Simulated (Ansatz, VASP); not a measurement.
# One calculation of Ag, two programs

```
Ag
1.0
     0.00000    1.74939    1.74939
     1.74939    0.00000    1.74939
     1.74939    1.74939    0.00000
Ag
1
Direct
  0.00000 0.00000 0.00000
```

Change from the starting cell: volume scaled by 0.6, PAW files.

Alike in both runs: task single point; functional PBE; k mesh 16 × 16 × 16; occupations fermi-dirac, width 0.1 eV; no spin polarisation.

|  | VASP | Ansatz |
| --- | --- | --- |
| version | VASP 6.6.1 | Ansatz 0.2.0 |
| potentials or method | VASP PAW PBE potentials, release 64 (Ag) | PAW with Ansatz's default frozen-core files, scalar-relativistic |
| plane-wave cutoff (eV) | 520 | 420 |
| valence electrons in the cell | 11 | 19 |

Ansatz gave:

| Item | Value |
| --- | --- |
| pressure (GPa) | 196.2 |

Q: Which values does VASP return?

A: Pressure (GPa): 195.2.

Both programs put the cell under a high pressure, so it lies far from rest at this level. With one functional, cell and mesh, what is left measures potentials, basis and numerics. VASP's potentials hold 11 valence electrons a cell and Ansatz's 19, so a difference there can come from the potentials and not from the codes.

Noted on VASP's run: the cell as given lies far from equilibrium.
